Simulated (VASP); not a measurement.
A run of VASP 6.6.1:

The input INCAR:

```
ALGO = Normal
EDIFF = 1E-6
ENCUT = 520
GGA = PE
ISIF = 2
ISMEAR = 0
LASPH = True
LCHARG = False
LREAL = False
LWAVE = False
NBANDS = 28
NELM = 100
PREC = Accurate
SIGMA = 0.1
```

File KPOINTS:

```
k-points
0
Gamma
  3 3 3
```

POSCAR

```
Mg8Si4H
1.0
    6.3910000000      0.0000000000      0.0000000000
    0.0000000000      6.3910000000      0.0000000000
    0.0000000000      0.0000000000      6.3910000000
Mg Si H
8 4 1
Direct
    0.2475133782      0.2433542482      0.2497141292
    0.7441334689      0.7466136755      0.7504529808
    0.7439946800      0.7468815522      0.2497133469
    0.2472828978      0.2434795807      0.7504478172
    0.7444581443      0.2437668596      0.7508679393
    0.2470067282      0.7464047880      0.2530691598
    0.2471560006      0.7465390393      0.7473348459
    0.7448025348      0.2441502112      0.2498374276
    0.0044561102     -0.0129790330      0.0001826005
    0.4876354248      0.5038267877      0.0001897982
    0.4967850102     -0.0038738852      0.5001702394
   -0.0063692693      0.4929834142      0.5001836958
    0.6215687686      0.1210214364      0.0012605226
```

Potentials or basis: VASP PAW PBE potentials, release 64 (Mg, Si, H).

Command:

```bash
$ cat potpaw_PBE.64/Mg/POTCAR potpaw_PBE.64/Si/POTCAR potpaw_PBE.64/H/POTCAR > POTCAR
$ mpirun -np 1 vasp_std > vasp.out
```

Hardware: 1 thread of Intel(R) Xeon(R) Platinum 8488C (Sapphire Rapids), on a shared host.

How long does it take, and how much memory?

It took 97 s on 1 thread of Intel(R) Xeon(R) Platinum 8488C (Sapphire Rapids) (shared host), peak memory 0.36 GiB. Counts: scf iterations 14, k points 14.
